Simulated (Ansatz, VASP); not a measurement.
## One calculation of BiIr, two programs

Contents of INCAR:

```
SYSTEM = BiIr
PREC     = Accurate       ! precision mode
ENCUT    = 600            ! plane-wave cutoff, eV
EDIFF    = 1E-7           ! SCF threshold, eV
ISMEAR   = -1             ! smearing method
SIGMA    = 0.08           ! smearing width, eV
LREAL    = .FALSE.        ! projectors in reciprocal space
LASPH    = .TRUE.         ! aspherical terms in the spheres
NELM     = 60             ! most SCF steps
ALGO     = Normal         ! electronic algorithm
ISIF     = 3              ! what is computed and relaxed
LWAVE    = .FALSE.        ! write WAVECAR
LCHARG   = .FALSE.        ! write CHGCAR
GGA      = PE             ! functional
IBRION   = 2              ! ionic algorithm
NSW      = 100            ! ionic steps
EDIFFG   = -0.005         ! ionic threshold
```

The input KPOINTS:

```
regular mesh
0
G
  12 12 12
  0 0 0
```

POSCAR

```
BiIr
1.0
    0.0000000000      2.8437391937      2.8437391937
    2.8437391937      0.0000000000      2.8437391937
    2.8437391937      2.8437391937      0.0000000000
Ir Bi
1 1
Direct
    0.0000000000      0.0000000000      0.0000000000
    0.5000000000      0.5000000000      0.5000000000
```

Input for Ansatz:

```yaml
crystal:
  lattice:
    - [0.0, 2.8437391937, 2.8437391937]
    - [2.8437391937, 0.0, 2.8437391937]
    - [2.8437391937, 2.8437391937, 0.0]
  atoms:
    - { symbol: Ir, position: [0.0, 0.0, 0.0] }
    - { symbol: Bi, position: [0.5, 0.5, 0.5] }
kpoints:
  mp_grid: { grid: [12, 12, 12] }
scf:
  occupations: { method: fermi_dirac, width: 0.08 }
hamiltonian:
  xc: pbe
  pseudopotentials: { kind: paw }
output:
  forces: true
  stress: true
relax:
  f_tol: 0.005
  max_steps: 80
  cell: {}
```

Alike in both runs: task relaxation of cell and atoms; functional PBE; k mesh 12 × 12 × 12; occupations fermi-dirac, width 0.08 eV; no spin polarisation.

|  | VASP | Ansatz |
| --- | --- | --- |
| version | VASP 6.6.1 | Ansatz 0.2.0 |
| potentials or method | VASP PAW PBE potentials, release 64 (Ir, Bi_d) | PAW with Ansatz's default frozen-core files, scalar-relativistic |
| plane-wave cutoff (eV) | 600 | 420 |
| valence electrons in the cell | 24 | 32 |

Ansatz gave:

* relaxed volume (Å³/atom): 22.25
* relaxed length of the cell vector where the two differ most in proportion (Å): 3.978

Question: What did VASP give for the same quantities?

Answer: Relaxed volume (Å³/atom): 22.29; relaxed length of the cell vector where the two differ most in proportion (Å): 3.980.

VASP's potentials hold 24 valence electrons a cell and Ansatz's 32, so a difference there can come from the potentials and not from the codes.

Neither program's run includes spin-orbit coupling.
